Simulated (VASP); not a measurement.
Tl2CdSnF4, 8 atoms in the cell. It takes space group I-42m (No. 121, tetragonal). The conventional cell has a = 7.318 Å, b = 7.318 Å, c = 6.269 Å, α = 90.00°, β = 90.00°, γ = 90.00°. Within 4.0 Å of Tl (site symmetry 222) lie 8 F at 3.07 to 3.14 Å and 2 Tl at 3.13 Å and 2 Cd at 3.66 Å and 2 Sn at 3.66 Å. Within 3.3 Å of Cd (site symmetry -42m) lie 4 F at 2.49 Å and 2 Sn at 3.13 Å. Sn (site symmetry -42m) has 4 F at 2.41 Å and 2 Cd at 3.13 Å within 3.2 Å. Within 3.2 Å of F (site symmetry m) lie 1 Sn at 2.41 Å and 1 Cd at 2.49 Å and 4 Tl at 3.07 to 3.14 Å. 

| Property | Result |
| --- | --- |
| Program | VASP 6.6.1 |
| Task | single point |
| Functional | PBEsol |
| Potentials or basis | VASP PAW PBE potentials, release 64 (Tl_d, Cd, Sn_d, F) |
| Cutoff | 520 eV |
| k mesh | 6 × 6 × 6 |
| Occupations | methfessel-paxton, width 0.1306 eV |
| Spin | no spin polarisation |
| Dipole correction | no |
| Further INCAR settings | ALGO = Normal; EDIFF = 1e-07; NBANDS = 50 |

Potentials or basis: VASP PAW PBE potentials, release 64 (Tl_d, Cd, Sn_d, F).

Run with:

```sh
$ cat potpaw_PBE.64/Tl_d/POTCAR potpaw_PBE.64/Cd/POTCAR potpaw_PBE.64/Sn_d/POTCAR potpaw_PBE.64/F/POTCAR > POTCAR
$ mpirun -np 1 vasp_std > vasp.out
```

Hardware: 1 thread of AMD EPYC 7R43 64-Core Processor (Zen 3), with other jobs on the host.

Estimate the wall time of this run.

Run time: 9.3 min on 1 thread of AMD EPYC 7R43 64-Core Processor (Zen 3), with other jobs on the host, peak memory 0.42 GiB. Counts: scf iterations 15, k points 30.
